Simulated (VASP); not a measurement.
# Sn (Immm) in VASP: notebook

Runs on Sn. Level: PBEsol+D3(BJ). Tasks: single point.

All numbers are computed with VASP 6.6.1; they aren't measurements. Logs are shortened: lines on timing, memory, paths and dates and some standing lists are left out, and cuts for length are marked.

### Step 1. The cell of the first run

Symmetry: Immm, No. 71, orthorhombic system. Conventional cell: a = 3.453 Å, b = 3.551 Å, c = 4.490 Å, α = 90.00°, β = 90.00°, γ = 90.00°. Within 4.4 Å of Sn (site symmetry mmm) lie 12 Sn at 3.34 to 3.55 Å.

### Step 2. Single point, PBEsol+D3(BJ) (strain +0.000 along x and y, -0.040 along z)

The input, INCAR:

```
ALGO = Fast
EDIFF = 1E-6
ENCUT = 520
GGA = PS
ISIF = 2
ISMEAR = 0
IVDW = 12
LASPH = True
LCHARG = False
LREAL = False
LWAVE = False
NBANDS = 13
NELM = 100
PREC = Accurate
SIGMA = 0.15
```

The input, KPOINTS:

```
k-points
0
Gamma
  20 20 20
```

The input, POSCAR:

```
Sn
1.0
   -1.7265390000      1.7755470000      2.2448083200
    1.7265390000     -1.7755470000      2.2448083200
    1.7265390000      1.7755470000     -2.2448083200
Sn
1
Direct
    0.0000000000      0.0000000000      0.0000000000
```

Potentials or basis: VASP PAW PBE potentials, release 64 (Sn_d).

Command:

```sh
> cat potpaw_PBE.64/Sn_d/POTCAR > POTCAR
> mpirun -np 1 vasp_std > vasp.out
```

OUTCAR:

```text
EDIFF = 1E-6
   ENCUT = 520
   GGA = PS
   ISIF = 2
   ISMEAR = 0
   IVDW = 12
   LASPH = True
   LREAL = False
   NELM = 100
   PREC = Accurate
 IVDW          = 12

 ion  position               nearest neighbor table
   1  0.000  0.000  0.000-

  LATTYP: Found a body centered orthorhombic cell.
 ALAT       =     3.4530780000
 B/A-ratio  =     1.0283851103
 C/A-ratio  =     1.3001781715

  Lattice vectors:

 A1 = (  -1.7265390000,   1.7755470000,   2.2448083200)
 A2 = (   1.7265390000,  -1.7755470000,   2.2448083200)
 A3 = (   1.7265390000,   1.7755470000,  -2.2448083200)

Analysis of symmetry for initial positions (statically):
=====================================================================
 Subroutine PRICEL returns:
 Original cell was already a primitive cell.

 Routine SETGRP: Setting up the symmetry group for a
 body centered orthorhombic supercell.

 Subroutine GETGRP returns: Found  8 space group operations
 (whereof  8 operations were pure point group operations)
 out of a pool of  8 trial point group operations.

The static configuration has the point symmetry D_2h.

Analysis of symmetry for dynamics (positions and initial velocities):
=====================================================================
 Subroutine PRICEL returns:
 Original cell was already a primitive cell.

 Routine SETGRP: Setting up the symmetry group for a
 body centered orthorhombic supercell.

 Subroutine GETGRP returns: Found  8 space group operations
 (whereof  8 operations were pure point group operations)
 out of a pool of  8 trial point group operations.

The dynamic configuration has the point symmetry D_2h.

 Subroutine INISYM returns: Found  8 space group operations
 (whereof  8 operations are pure point group operations),
 and found     1 'primitive' translations

----------------------------------------------------------------------------------------

                                     Primitive cell

  volume of cell :      27.5263

  direct lattice vectors                    reciprocal lattice vectors
    -1.726539000  1.775547000  2.244808320     0.000000000  0.281603359  0.222736167
     1.726539000 -1.775547000  2.244808320     0.289596702  0.000000000  0.222736167
     1.726539000  1.775547000 -2.244808320     0.289596702  0.281603359  0.000000000

  length of vectors
     3.342554182  3.342554182  3.342554182     0.359042967  0.365345931  0.403938983

  position of ions in fractional coordinates (direct lattice)
     0.000000000  0.000000000  0.000000000

[... 85 lines left out ...]
   PSTRESS=    0.0 pullay stress
   NELECT =      14.0000    total number of electrons
   NUPDOWN=      -1.0000    fix difference up-down
   EMIN   =  10.00;   EMAX   =-10.00  energy-range for DOS
   EFERMI =   0.00;   METHOD = LEGACY
   ISMEAR =     0;   SIGMA  =   0.15  broadening in eV -4-tet -1-fermi 0-gaus
   EFERMI_NEDOS =   21; number of points for ismear=-14 and -15
   IALGO  =     68    algorithm
   IMIX   =      4    mixing-type and parameters
     AMIX     =   0.40;   BMIX     =  1.00
     AMIX_MAG =   1.60;   BMIX_MAG =  1.00
  volume/ion in A,a.u.               =      27.53       185.76
  Fermi-wavevector in a.u.,A,eV,Ry     =   1.306777  2.469451 23.234218  1.707667
  Thomas-Fermi vector in A             =   2.437556
   LORBIT       =      0    0 simple, 1 ext, 2 COOP (PROOUT), +10 PAW based schemes
   GGA     = PS    functional components
   LHFCALC =     F    Hartree Fock is set to
   AEXX    =    0.0000 exact exchange contribution
   IVDW    =    12    specifies the selected vdW correction
   LEPSILON=     F    determine dielectric tensor
   LRPA    =     F    only Hartree local field effects (RPA)
 non-spin polarized calculation
 RMM-DIIS sequential band-by-band and
 Gauss-broadening in eV      SIGMA  =   0.15
  energy-cutoff  :      520.00
  volume of cell :       27.53
 maximum number of plane-waves:       758
 NGX is ok and might be reduce to    28
   NGX = 13   NGY = 13   NGZ = 13

 number of electron      14.0000000 magnetization

 Free energy of the ion-electron system (eV)
  ---------------------------------------------------
  ext. energy  EPLUGINS =         0.00000000
  ---------------------------------------------------
  free energy    TOTEN  =        -4.23110828 eV

  energy without entropy =       -4.22562845  energy(sigma->0) =       -4.22836837

 E-fermi :   7.8444     XC(G=0): -10.4426

 val. band max:        7.8382564351   @ k =   0.4500  -0.4500   0.4500
 cond. band min:       7.8514268779   @ k =  -0.3000   0.3500   0.1000
 fundamental gap:      0.0131704428
 Fermi energy:         7.8444463944

 k-point     1 :       0.0000    0.0000    0.0000
  band No.  band energies     occupation
      1     -13.6443      2.00000
      2     -13.6292      2.00000
      3     -13.5843      2.00000
      4     -13.5786      2.00000
      5     -13.5140      2.00000
      6      -3.2333      2.00000
      7      15.2263      0.00000
      8      15.2707      0.00000
      9      15.7635      0.00000
     10      18.5785      0.00000
     11      19.2260      0.00000
     12      19.8907      0.00000
     13      19.8934      0.00000
[... 354 lines left out ...]
  band No.  band energies     occupation
      1     -13.6300      2.00000
      2     -13.6173      2.00000
      3     -13.5856      2.00000
      4     -13.4990      2.00000
      5     -13.4771      2.00000
      6      -0.3319      2.00000
      7       5.1589      2.00000
      8      12.9670      0.00000
      9      13.9424      0.00000
     10      17.2797      0.00000
     11      18.0628      0.00000
     12      18.8835      0.00000
     13      21.4374      0.00000

 [... further k-points ...]

------------------------ aborting loop because EDIFF is reached ----------------------------------------

 Edisp (eV)   -0.38430

 E8    (eV) :    -0.2709

  FORCE on cell =-STRESS in cart. coord.  units (eV):
  Direction    XX          YY          ZZ          XY          YZ          ZX
  --------------------------------------------------------------------------------------
  -------------------------------------------------------------------------------------
  Total      -0.67502    -0.79688    -0.76436    -0.00000     0.00000     0.00000
  in kB     -39.28984   -46.38285   -44.48999    -0.00000     0.00000     0.00000
  external pressure =      -43.39 kB  Pullay stress =        0.00 kB

 VOLUME and BASIS-vectors are now :
 -----------------------------------------------------------------------------
  energy-cutoff  :      520.00
  volume of cell :       27.53
      direct lattice vectors                 reciprocal lattice vectors
    -1.726539000  1.775547000  2.244808320     0.000000000  0.281603359  0.222736167
     1.726539000 -1.775547000  2.244808320     0.289596702  0.000000000  0.222736167
     1.726539000  1.775547000 -2.244808320     0.289596702  0.281603359  0.000000000

 POSITION                                       TOTAL-FORCE (eV/Angst)
 -----------------------------------------------------------------------------------
      0.00000      0.00000      0.00000         0.000000      0.000000     -0.000000
 -----------------------------------------------------------------------------------
    total drift:                               -0.000000     -0.000000     -0.000000

  FREE ENERGIE OF THE ION-ELECTRON SYSTEM (eV)
  ---------------------------------------------------
  free  energy   TOTEN  =        -4.6154099956 eV

  energy  without entropy=       -4.6099301648  energy(sigma->0) =       -4.61267008
```

OSZICAR:

```text
N       E                     dE             d eps       ncg     rms          rms(c)
DAV:   1     0.802925118527E+02    0.80293E+02   -0.71473E+03 31439   0.160E+03
DAV:   2     0.146245278418E+01   -0.78830E+02   -0.76293E+02 32196   0.340E+02
DAV:   3    -0.413129722764E+01   -0.55938E+01   -0.55696E+01 35834   0.732E+01
DAV:   4    -0.424669499541E+01   -0.11540E+00   -0.11537E+00 36812   0.113E+01
DAV:   5    -0.425064168644E+01   -0.39467E-02   -0.39466E-02 39832   0.203E+00    0.130E+00
RMM:   6    -0.423569877190E+01    0.14943E-01   -0.13946E-02 38350   0.156E+00    0.729E-01
RMM:   7    -0.423128389727E+01    0.44149E-02   -0.96822E-03 38314   0.116E+00    0.113E-01
RMM:   8    -0.423107163185E+01    0.21227E-03   -0.86623E-04 42519   0.429E-01    0.280E-02
RMM:   9    -0.423110562796E+01   -0.33996E-04   -0.35238E-04 47522   0.172E-01    0.249E-02
RMM:  10    -0.423110680348E+01   -0.11755E-05   -0.52401E-05 40505   0.106E-01    0.755E-03
RMM:  11    -0.423110796477E+01   -0.11613E-05   -0.26750E-05 48049   0.529E-02    0.627E-03
RMM:  12    -0.423110828199E+01   -0.31722E-06   -0.38109E-06 31643   0.200E-02
   1 F= -.46154100E+01 E0= -.46126701E+01  d E =-.547983E-02
```

Run time: 3.1 min. Hardware: 1 thread of Intel Xeon 6975P-C (Granite Rapids), shared host; peak memory 0.48 GiB.

What came out:

| Item | Value |
| --- | --- |
| Free energy | -4.6154 eV |
| Pressure | -4.3 GPa |
| Band gap on the k mesh | zero (band 7 reaches 15.23 eV, above the bottom of band 8 at 5.70 eV) |
| Dispersion energy per atom | -0.384 eV |

Stress tensor (GPa, compression positive):
```
-3.93  0.00  0.00
 0.00 -4.64  0.00
 0.00  0.00 -4.45
```

Caveat: the cell differs from its parent crystal (strain +0.000 along x and y, -0.040 along z); the PAW data sets were made with another functional, which shifts forces and pressure a little; spin-orbit coupling is left out, which moves the levels of the heavy elements; pairwise dispersion overbinds metals, which lowers pressure and volume.

### Step 3. Single point, PBEsol+D3(BJ) (strain -0.040 along x and y, +0.080 along z)

The input, INCAR:

```
SYSTEM = Sn
PREC = Accurate
ENCUT = 520
EDIFF = 1E-7
ISMEAR = 0
SIGMA = 0.15
LREAL = .FALSE.
LASPH = .TRUE.
NELM = 60
ALGO = Fast
ISIF = 2
LWAVE = .FALSE.
LCHARG = .TRUE.
GGA = PS
IVDW = 12
LELF = .TRUE.
LVHAR = .TRUE.
NBANDS = 13
```

The input, KPOINTS:

```
Automatic mesh
0
G
  20 20 20
  0 0 0
```

The input, POSCAR:

```
Sn
1.0
   -1.6574774400      1.7045251200      2.5254093600
    1.6574774400     -1.7045251200      2.5254093600
    1.6574774400      1.7045251200     -2.5254093600
Sn
1
Direct
    0.0000000000      0.0000000000      0.0000000000
```

Potentials or basis: VASP PAW PBE potentials, release 64 (Sn_d).

Command:

```sh
> cat potpaw_PBE.64/Sn_d/POTCAR > POTCAR
> mpirun -np 1 vasp_std > vasp.out
```

OUTCAR:

```text
SYSTEM = Sn
   PREC = Accurate
   ENCUT = 520
   EDIFF = 1E-7
   ISMEAR = 0
   LREAL = .FALSE.
   LASPH = .TRUE.
   NELM = 60
   ISIF = 2
   GGA = PS
   IVDW = 12
 IVDW          = 12

 ion  position               nearest neighbor table
   1  0.000  0.000  0.000-

  LATTYP: Found a body centered orthorhombic cell.
 ALAT       =     3.3149548800
 B/A-ratio  =     1.0283851103
 C/A-ratio  =     1.5236462947

  Lattice vectors:

 A1 = (  -1.6574774400,   1.7045251200,   2.5254093600)
 A2 = (   1.6574774400,  -1.7045251200,   2.5254093600)
 A3 = (   1.6574774400,   1.7045251200,  -2.5254093600)

Analysis of symmetry for initial positions (statically):
=====================================================================
 Subroutine PRICEL returns:
 Original cell was already a primitive cell.

 Routine SETGRP: Setting up the symmetry group for a
 body centered orthorhombic supercell.

 Subroutine GETGRP returns: Found  8 space group operations
 (whereof  8 operations were pure point group operations)
 out of a pool of  8 trial point group operations.

The static configuration has the point symmetry D_2h.
[... 171 lines left out ...]
      2     -14.0238      2.00000
      3     -14.0085      2.00000
      4     -13.9820      2.00000
      5     -13.9419      2.00000
      6      -3.4027      2.00000
      7      14.3511      0.00000
      8      14.6768      0.00000
      9      15.0138      0.00000
     10      18.0451      0.00000
     11      18.7182      0.00000
     12      18.7258      0.00000
     13      19.4523      0.00000
[... 354 lines left out ...]
  band No.  band energies     occupation
      1     -14.0415      2.00000
      2     -14.0264      2.00000
      3     -13.9962      2.00000
      4     -13.9152      2.00000
      5     -13.9047      2.00000
      6      -0.5782      2.00000
      7       4.7080      2.00000
      8      12.2331      0.00000
      9      13.5009      0.00000
     10      16.6423      0.00000
     11      17.6162      0.00000
     12      18.8005      0.00000
     13      19.7651      0.00000

 [... further k-points ...]

------------------------ aborting loop because EDIFF is reached ----------------------------------------

 Edisp (eV)   -0.37006

 E8    (eV) :    -0.2608

  FORCE on cell =-STRESS in cart. coord.  units (eV):
  Direction    XX          YY          ZZ          XY          YZ          ZX
  --------------------------------------------------------------------------------------
  -------------------------------------------------------------------------------------
  Total      -0.89626    -1.08229    -1.05159     0.00000     0.00000     0.00000
  in kB     -50.31552   -60.75893   -59.03561     0.00000     0.00000     0.00000
  external pressure =      -56.70 kB  Pullay stress =        0.00 kB

 VOLUME and BASIS-vectors are now :
 -----------------------------------------------------------------------------
  energy-cutoff  :      520.00
  volume of cell :       28.54
      direct lattice vectors                 reciprocal lattice vectors
    -1.657477440  1.704525120  2.525409360     0.000000000  0.293336833  0.197987704
     1.657477440 -1.704525120  2.525409360     0.301663231  0.000000000  0.197987704
     1.657477440  1.704525120 -2.525409360     0.301663231  0.293336833  0.000000000

 POSITION                                       TOTAL-FORCE (eV/Angst)
 -----------------------------------------------------------------------------------
      0.00000      0.00000      0.00000         0.000000     -0.000000      0.000000
 -----------------------------------------------------------------------------------
    total drift:                                0.000000     -0.000000     -0.000000

  FREE ENERGIE OF THE ION-ELECTRON SYSTEM (eV)
  ---------------------------------------------------
  free  energy   TOTEN  =        -4.5821294254 eV

  energy  without entropy=       -4.5759676162  energy(sigma->0) =       -4.57904852
```

OSZICAR:

```text
N       E                     dE             d eps       ncg     rms          rms(c)
DAV:   1     0.800945816494E+02    0.80095E+02   -0.71819E+03 31115   0.158E+03
DAV:   2     0.148755214859E+01   -0.78607E+02   -0.76153E+02 32081   0.336E+02
DAV:   3    -0.410891186157E+01   -0.55965E+01   -0.55749E+01 36179   0.733E+01
DAV:   4    -0.422640914666E+01   -0.11750E+00   -0.11747E+00 36947   0.114E+01
DAV:   5    -0.423045374748E+01   -0.40446E-02   -0.40445E-02 40216   0.205E+00    0.122E+00
RMM:   6    -0.421628036748E+01    0.14173E-01   -0.13719E-02 38317   0.154E+00    0.682E-01
RMM:   7    -0.421222244746E+01    0.40579E-02   -0.95030E-03 38378   0.114E+00    0.108E-01
RMM:   8    -0.421203192971E+01    0.19052E-03   -0.85752E-04 42243   0.435E-01    0.266E-02
RMM:   9    -0.421206776756E+01   -0.35838E-04   -0.36505E-04 47144   0.176E-01    0.236E-02
RMM:  10    -0.421206846320E+01   -0.69564E-06   -0.57710E-05 40706   0.112E-01    0.491E-03
RMM:  11    -0.421207016040E+01   -0.16972E-05   -0.30753E-05 49769   0.548E-02    0.718E-03
RMM:  12    -0.421207064576E+01   -0.48536E-06   -0.37972E-06 48297   0.185E-02    0.856E-03
RMM:  13    -0.421207056853E+01    0.77230E-07   -0.56763E-07 34176   0.884E-03
   1 F= -.45821294E+01 E0= -.45790485E+01  d E =-.616181E-02
```

stdout:

```text
POSCAR found type information on POSCAR Sn
 POSCAR found :  1 types and       1 ions
 scaLAPACK will be used
 -----------------------------------------------------------------------------
|                                                                             |
[... 32 lines left out ...]
WARNING in EDDRMM: call to ZHEGV failed, returncode =   6  3     13
WARNING in EDDRMM: call to ZHEGV failed, returncode =   6  3     10
WARNING in EDDRMM: call to ZHEGV failed, returncode =   6  3     11
 num prob WARNING in EDDRMM: call to ZHEGV failed, returncode =   6  3     10
 num prob WARNING in EDDRMM: call to ZHEGV failed, returncode =   6  3     10
WARNING in EDDRMM: call to ZHEGV failed, returncode =   6  3     10
 num prob WARNING in EDDRMM: call to ZHEGV failed, returncode =   6  3     10
```

Wall time 3.4 min (1 thread of Intel Xeon 6975P-C (Granite Rapids), shared host); peak memory 0.5 GiB.

What came out:

```yaml
Free_energy: -4.5821 eV
Pressure: -5.7 GPa
Band_gap_on_the_k_mesh: zero (band 7 reaches 14.35 eV, above the bottom of band 8 at 5.31 eV)
Dispersion_energy_per_atom: -0.370 eV
```

Stress tensor (GPa, compression positive):
```
-5.03  0.00  0.00
 0.00 -6.08  0.00
 0.00  0.00 -5.90
```

Caveat: the cell differs from its parent crystal (strain -0.040 along x and y, +0.080 along z); the PAW data sets were made with another functional, which shifts forces and pressure a little; spin-orbit coupling is left out, which moves the levels of the heavy elements; pairwise dispersion overbinds metals, which lowers pressure and volume.

### Step 4. Single point, PBEsol+D3(BJ) (strain +0.040 along x and y, -0.080 along z)

The input, INCAR:

```
PREC = Accurate
ENCUT = 520
EDIFF = 1E-6
ISMEAR = 0
SIGMA = 0.15
LREAL = F
LASPH = T
NELM = 100
ALGO = Fast
ISIF = 2
LWAVE = F
LCHARG = F
GGA = PS
IVDW = 12
NBANDS = 13
```

The input, KPOINTS:

```
Automatic mesh
0
Gamma
  20 20 20
```

The input, POSCAR:

```
Sn
1.0
   -1.7956005600      1.8465688800      2.1512746400
    1.7956005600     -1.8465688800      2.1512746400
    1.7956005600      1.8465688800     -2.1512746400
Sn
1
Direct
    0.0000000000      0.0000000000      0.0000000000
```

Command:

```sh
> cat potpaw_PBE.64/Sn_d/POTCAR > POTCAR
> mpirun -np 1 vasp_std > vasp.out
```

It took 3 min on 1 thread of Intel Xeon 6975P-C (Granite Rapids), shared host; peak memory 0.49 GiB.

Results (log left out):

| Item | Value |
| --- | --- |
| Free energy | -4.5812 eV |
| Pressure | -5.8 GPa |
| Band gap on the k mesh | zero (band 7 reaches 14.54 eV, above the bottom of band 8 at 5.33 eV) |
| Dispersion energy per atom | -0.370 eV |

Stress tensor (GPa, compression positive):
```
-5.95  0.00  0.00
 0.00 -5.90  0.00
 0.00  0.00 -5.69
```

Levels at points of the mesh, in eV from the Fermi level:
| k point | band 4 | band 5 | band 6 | band 7 | band 8 | band 9 | band 10 | band 11 |
| --- | --- | --- | --- | --- | --- | --- | --- | --- |
| (0.00, 0.00, 0.00) | -21.38 | -21.33 | -10.80 | 7.15 | 7.26 | 7.67 | 10.96 | 11.33 |
| (0.50, 0.00, 0.00) | -21.33 | -21.28 | -6.76 | -4.38 | 4.42 | 6.20 | 8.82 | 9.33 |
| (0.00, 0.50, 0.00) | -21.32 | -21.28 | -6.55 | -4.31 | 4.04 | 5.73 | 8.38 | 8.82 |
| (0.50, 0.50, 0.00) | -21.31 | -21.26 | -5.74 | -3.89 | 2.43 | 3.52 | 6.28 | 6.63 |
| (0.50, 0.50, 0.50) | -21.28 | -21.27 | -3.46 | -2.16 | 0.33 | 0.91 | 3.85 | 4.71 |

Caveat: the cell differs from its parent crystal (strain +0.040 along x and y, -0.080 along z); the PAW data sets were made with another functional, which shifts forces and pressure a little; spin-orbit coupling is left out, which moves the levels of the heavy elements; pairwise dispersion overbinds metals, which lowers pressure and volume.

### Step 5. The runs side by side

| cell | further INCAR settings | gap on the mesh (eV) | pressure (GPa) |
| --- | --- | --- | --- |
| a = 3.343 Å, angles 117.8, 115.8, 95.6°, 1 atom | ALGO = Fast; EDIFF = 1e-06; NBANDS = 13 | none | -4.3 |
| a = 3.468 Å, angles 122.9, 121.1, 86.5°, 1 atom | ALGO = Fast; EDIFF = 1e-07; NBANDS = 13 | none | -5.7 |
| a = 3.356 Å, angles 115.3, 113.2, 100.3°, 1 atom | ALGO = Fast; EDIFF = 1e-06; NBANDS = 13 | none | -5.8 |

Alike in all rows: task single point; level PBEsol+D3(BJ); potentials or basis VASP PAW PBE potentials, release 64 (Sn_d); no spin polarisation; k mesh 20 × 20 × 20; cutoff (eV) 520; smearing gaussian 0.15 eV.

Caveats: the PAW data sets were made with another functional, which shifts forces and pressure a little; spin-orbit coupling is left out, which moves the levels of the heavy elements; pairwise dispersion overbinds metals, which lowers pressure and volume.

Total energies depend on the potentials used, so only differences within one code and one set of settings carry meaning.
